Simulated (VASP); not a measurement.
Crystal: ZrWN2.

```
Zr W N
1.0
     1.58014    0.91230    5.19026
    -1.58014    0.91230    5.19026
     0.00000   -1.82459    5.19026
Zr W N
1 1 2
Cartesian
  0.0000 0.0000 7.7854
  0.0000 0.0000 0.0000
  0.0000 0.0000 11.4976
  0.0000 0.0000 4.0732
```

| Item | Value |
| --- | --- |
| Program | VASP 6.6.1 |
| Task | relaxation of cell and atoms |
| Functional | PBE |
| Potentials or basis | VASP PAW PBE potentials, release 64 (Zr_sv, W_sv, N) |
| Cutoff | 600 eV |
| k mesh | 6 × 6 × 6 |
| Occupations | gaussian, width 0.1 eV |
| Spin | no spin polarisation |

At the start: pressure -0.9 GPa; volume 11.22 Å³/atom.

Question: How do energy, volume and symmetry change on relaxing?

Answer: Over 8 steps the energy falls by 46.3 meV/atom and the volume is 11.09 Å³/atom (-1.2 %); space group R-3m (No. 166, to 0.1 Å) before and after.

Step by step:
| step | energy change (eV) | largest force (eV/Å) | pressure (GPa) | volume (Å³) |
| --- | --- | --- | --- | --- |
| 1 | 0.0000 | 1.3833 | -0.87 | 44.89 |
| 2 | -0.1450 | 0.6203 | -0.32 | 44.49 |
| 3 | -0.1822 | 0.0177 | 1.53 | 44.14 |
| 4 | -0.1822 | 0.0078 | 1.42 | 44.16 |
| 5 | -0.1788 | 0.0053 | -3.32 | 44.88 |
| 6 | -0.1835 | 0.0027 | -0.24 | 44.40 |
| 7 | -0.1843 | 0.0131 | -0.14 | 44.39 |
| 8 | -0.1852 | 0.0369 | 0.07 | 44.37 |

Final structure:
```
Zr W N
1.0
     1.59708    0.92208    5.02193
    -1.59708    0.92208    5.02193
     0.00000   -1.84415    5.02193
Zr W N
1 1 2
Direct
  0.50000 0.50000 0.50000
  0.00000 0.00000 0.00000
  0.74649 0.74649 0.74649
  0.25351 0.25351 0.25351
```

Caveat: the k points lie up to 0.38 Å⁻¹ apart in the final cell, too coarse for converged energies and pressures of a metal.
